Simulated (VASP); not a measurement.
# HfN (F-43m) in VASP: further runs, part 2 of 2

VASP 6.6.1. The steps go on from the part before.

**4. Single point, PBE+D4, non-collinear spin, zero start, spin-orbit coupling**

Input file INCAR:

```
ALGO = Normal ; EDIFF = 1E-6
ENCUT = 520 ; GGA = PE
GGA_COMPAT = False ; ISIF = 2
ISMEAR = 0 ; IVDW = 13
LASPH = True ; LCHARG = True
LMAXMIX = 4 ; LORBIT = 11
LORBMOM = True ; LREAL = False
LSORBIT = True ; LVHAR = True
LWAVE = False ; MAGMOM = 0 0 0 0 0 0
NBANDS = 27 ; NELM = 150
PREC = Accurate ; SIGMA = 0.05
```

Input file KPOINTS:

```
k-points
0
Gamma
  7 7 7
```

Input file POSCAR:

```
HfN
1.0
    0.0000000000      2.4548220000      2.4548220000
    2.4548220000      0.0000000000      2.4548220000
    2.4548220000      2.4548220000      0.0000000000
Hf N
1 1
Direct
    0.0000000000      0.0000000000      0.0000000000
    0.2500000000      0.2500000000      0.2500000000
```

Potentials or basis: VASP PAW PBE potentials, release 64 (Hf_pv, N).

Command:

```
$ cat potpaw_PBE.64/Hf_pv/POTCAR potpaw_PBE.64/N/POTCAR > POTCAR
$ mpirun -np 1 vasp_ncl > vasp.out
```

OUTCAR:

```text
EDIFF = 1E-6
   ENCUT = 520
   GGA = PE
   ISIF = 2
   ISMEAR = 0
   IVDW = 13
   LASPH = True
   LORBIT = 11
   LREAL = False
   LSORBIT = True
   NELM = 150
   PREC = Accurate

 ion  position               nearest neighbor table
   1  0.000  0.000  0.000-   2 2.13   2 2.13   2 2.13   2 2.13
   2  0.250  0.250  0.250-   1 2.13   1 2.13   1 2.13   1 2.13

  LATTYP: Found a face centered cubic cell.
 ALAT       =     4.9096440000

  Lattice vectors:

 A1 = (   0.0000000000,   2.4548220000,   2.4548220000)
 A2 = (   2.4548220000,   0.0000000000,   2.4548220000)
 A3 = (   2.4548220000,   2.4548220000,   0.0000000000)

Analysis of symmetry for initial positions (statically):
=====================================================================
 Subroutine PRICEL returns:
 Original cell was already a primitive cell.

 Routine SETGRP: Setting up the symmetry group for a
 face centered cubic supercell.

 Subroutine GETGRP returns: Found 24 space group operations
 (whereof 24 operations were pure point group operations)
 out of a pool of 48 trial point group operations.

The static configuration has the point symmetry T_d .

Analysis of symmetry for dynamics (positions and initial velocities):
=====================================================================
 Subroutine PRICEL returns:
 Original cell was already a primitive cell.

 Routine SETGRP: Setting up the symmetry group for a
 face centered cubic supercell.

 Subroutine GETGRP returns: Found 24 space group operations
 (whereof 24 operations were pure point group operations)
 out of a pool of 48 trial point group operations.

The dynamic configuration has the point symmetry T_d .

Analysis of structural, dynamic, and magnetic symmetry:
=====================================================================
 Subroutine PRICEL returns:
 Original cell was already a primitive cell.

[... 931 lines left out ...]
            0.000   0.000   0.000

 orbital moment (y)

 # of ion     p       d       tot
 ----------------------------------------
  1         0.000   0.000   0.000
  2         0.000   0.000   0.000
 ----------------------------------------
            0.000   0.000   0.000

 orbital moment (z)

 # of ion     p       d       tot
 ----------------------------------------
  1         0.000   0.000   0.000
  2         0.000   0.000   0.000
 ----------------------------------------
            0.000   0.000   0.000

 Spin-Orbit-Coupling matrix elements

 Ion:    1  E_soc:     -1.2974728
 l=   1
     0.0000000    -0.2091620    -0.2091620
    -0.2091620     0.0000000    -0.2091620
    -0.2091620    -0.2091620     0.0000000
 l=   2
     0.0000000    -0.0016055     0.0000000    -0.0016055    -0.0054779
    -0.0016055     0.0000000    -0.0041084    -0.0016055    -0.0013695
     0.0000000    -0.0041084     0.0000000    -0.0041084     0.0000000
    -0.0016055    -0.0016055    -0.0041084     0.0000000    -0.0013695
    -0.0054779    -0.0013695     0.0000000    -0.0013695     0.0000000
 l=   3
     0.0000000     0.0000000     0.0000000     0.0000000     0.0000000     0.0000000     0.0000000
     0.0000000     0.0000000     0.0000000     0.0000000     0.0000000     0.0000000     0.0000000
     0.0000000     0.0000000     0.0000000     0.0000000     0.0000000     0.0000000     0.0000000
     0.0000000     0.0000000     0.0000000     0.0000000     0.0000000     0.0000000     0.0000000
     0.0000000     0.0000000     0.0000000     0.0000000     0.0000000     0.0000000     0.0000000
     0.0000000     0.0000000     0.0000000     0.0000000     0.0000000     0.0000000     0.0000000
     0.0000000     0.0000000     0.0000000     0.0000000     0.0000000     0.0000000     0.0000000

 Ion:    2  E_soc:     -0.0003908
 l=   1
     0.0000000    -0.0000651    -0.0000651
    -0.0000651     0.0000000    -0.0000651
    -0.0000651    -0.0000651     0.0000000
 l=   2
     0.0000000     0.0000000     0.0000000     0.0000000     0.0000000
     0.0000000     0.0000000     0.0000000     0.0000000     0.0000000
     0.0000000     0.0000000     0.0000000     0.0000000     0.0000000
     0.0000000     0.0000000     0.0000000     0.0000000     0.0000000
     0.0000000     0.0000000     0.0000000     0.0000000     0.0000000
 l=   3
     0.0000000     0.0000000     0.0000000     0.0000000     0.0000000     0.0000000     0.0000000
     0.0000000     0.0000000     0.0000000     0.0000000     0.0000000     0.0000000     0.0000000
     0.0000000     0.0000000     0.0000000     0.0000000     0.0000000     0.0000000     0.0000000
     0.0000000     0.0000000     0.0000000     0.0000000     0.0000000     0.0000000     0.0000000
     0.0000000     0.0000000     0.0000000     0.0000000     0.0000000     0.0000000     0.0000000
     0.0000000     0.0000000     0.0000000     0.0000000     0.0000000     0.0000000     0.0000000
     0.0000000     0.0000000     0.0000000     0.0000000     0.0000000     0.0000000     0.0000000

 total charge

# of ion       s       p       d       tot
------------------------------------------
    1        0.321   6.627   1.665   8.613
    2        1.252   2.506   0.000   3.758
--------------------------------------------------
tot          1.573   9.134   1.665  12.371

 magnetization (x)

# of ion       s       p       d       tot
------------------------------------------
    1        0.000  -0.000   0.000   0.000
    2       -0.000  -0.000   0.000  -0.000
--------------------------------------------------
tot         -0.000  -0.000   0.000  -0.000

 magnetization (y)

# of ion       s       p       d       tot
------------------------------------------
    1        0.000  -0.000  -0.000  -0.000
    2       -0.000   0.000   0.000   0.000
--------------------------------------------------
tot         -0.000   0.000  -0.000  -0.000

 magnetization (z)

# of ion       s       p       d       tot
------------------------------------------
    1       -0.000   0.000   0.000   0.000
    2       -0.000  -0.000   0.000  -0.000
--------------------------------------------------
tot         -0.000   0.000   0.000   0.000
```

OSZICAR:

```text
N       E                     dE             d eps       ncg     rms          rms(c)
DAV:   1     0.618863373980E+02    0.61886E+02   -0.78786E+03  1620   0.107E+03
DAV:   2    -0.213650403146E+02   -0.83251E+02   -0.78385E+02  2069   0.285E+02
DAV:   3    -0.254637939992E+02   -0.40988E+01   -0.40617E+01  1972   0.508E+01
DAV:   4    -0.254996640343E+02   -0.35870E-01   -0.35836E-01  1978   0.539E+00
DAV:   5    -0.255000658882E+02   -0.40185E-03   -0.40184E-03  1961   0.524E-01    0.616E+01
DAV:   6    -0.219796637007E+02    0.35204E+01   -0.13633E+01  1814   0.261E+01    0.423E+01
DAV:   7    -0.218856900596E+02    0.93974E-01   -0.84216E-01  1726   0.758E+00    0.278E+01
DAV:   8    -0.218817557295E+02    0.39343E-02   -0.12992E-01  1876   0.306E+00    0.892E+00
DAV:   9    -0.218694673401E+02    0.12288E-01   -0.24246E-02  1878   0.113E+00    0.215E+00
DAV:  10    -0.218677038692E+02    0.17635E-02   -0.69030E-03  1865   0.648E-01    0.122E+00
DAV:  11    -0.218676836892E+02    0.20180E-04   -0.61372E-04  2035   0.231E-01    0.788E-02
DAV:  12    -0.218676814676E+02    0.22215E-05   -0.40942E-05  1786   0.586E-02    0.681E-02
DAV:  13    -0.218676794877E+02    0.19799E-05   -0.14611E-05  1984   0.314E-02    0.506E-02
DAV:  14    -0.218676798040E+02   -0.31624E-06   -0.20433E-06  1792   0.128E-02
   1 F= -.22324496E+02 E0= -.22324228E+02  d E =-.536525E-03  mag=    -0.0000    -0.0000    -0.0000
```

stdout:

```text
POSCAR found type information on POSCAR HfN
 POSCAR found :  2 types and       2 ions
 scaLAPACK will be used
 LDA part: xc-table for (Slater+PW92), standard interpolation
 POSCAR, INCAR and KPOINTS ok, starting setup
 FFT: planning ... GRIDC
 FFT: planning ... GRID_SOFT
 FFT: planning ... GRID
 WAVECAR not read
 entering main loop
```

It took 2.1 min on 1 thread of Intel Xeon Platinum 8259CL at 2.50GHz (Skylake/Cascade Lake), shared host; peak memory 0.26 GiB.

Results:

* Free energy: -22.3245 eV
* Pressure: -3.6 GPa
* Net moment: 0.00 μB per cell
* Valence electrons inside the program's atomic spheres: Hf 8.61; N 3.76
* Dispersion energy per atom: -0.228 eV

Moments on the atoms (μB; x, y, z):
```
Hf  0.00 0.00 0.00
N   0.00 0.00 0.00
```

**5. Summary**

| level | spin | k mesh | gap on the mesh (eV) | pressure (GPa) |
| --- | --- | --- | --- | --- |
| RPBE+D3(BJ) | off | 9 × 9 × 9 | none | -20.3 |
| PBE | off | 9 × 9 × 9 | none | -0.3 |
| PBE+D4 | non-collinear, zero start, SOC | 7 × 7 × 7 | - | -3.6 |

Alike in all rows: task single point; potentials or basis VASP PAW PBE potentials, release 64 (Hf_pv, N); cell as given; cutoff (eV) 520; smearing gaussian 0.05 eV.

The pressure there spans -20.3 GPa (RPBE+D3(BJ)) to -0.3 GPa (PBE); a positive pressure means that this level wants a larger cell, a negative one a smaller.

Caveats: spin-orbit coupling is left out, which moves the levels of the heavy elements (some runs); the PAW data sets were made with another functional, which shifts forces and pressure a little (some runs); pairwise dispersion overbinds metals, which lowers pressure and volume (some runs).

Absolute energies hang on the potentials; compare differences alone.
